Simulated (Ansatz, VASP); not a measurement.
**One calculation of Ti, two programs**

```
CELL_PARAMETERS angstrom
-1.65456 1.65456 1.65456
1.65456 -1.65456 1.65456
1.65456 1.65456 -1.65456
ATOMIC_POSITIONS crystal
Ti 0.00000 0.00000 0.00000
```

Change from the starting cell: volume scaled by 1.025.

Alike in both runs: task single point; functional PBEsol; k mesh 14 × 14 × 14; occupations fermi-dirac, width 0.05 eV; no spin polarisation.

```csv
,VASP,Ansatz
version,VASP 6.6.1,Ansatz 0.2.0
potentials or method,"VASP PAW PBE potentials, release 64 (Ti_sv), cutoff 520 eV","all-electron LAPW, scalar-relativistic"
```

Ansatz gave:

- pressure (GPa): -8.8

Task: What did VASP give for the same quantities?

Result: Pressure (GPa): -8.9.

VASP's potentials were made for PBE, not for PBEsol. Ansatz ran all-electron here, and VASP with PAW potentials.
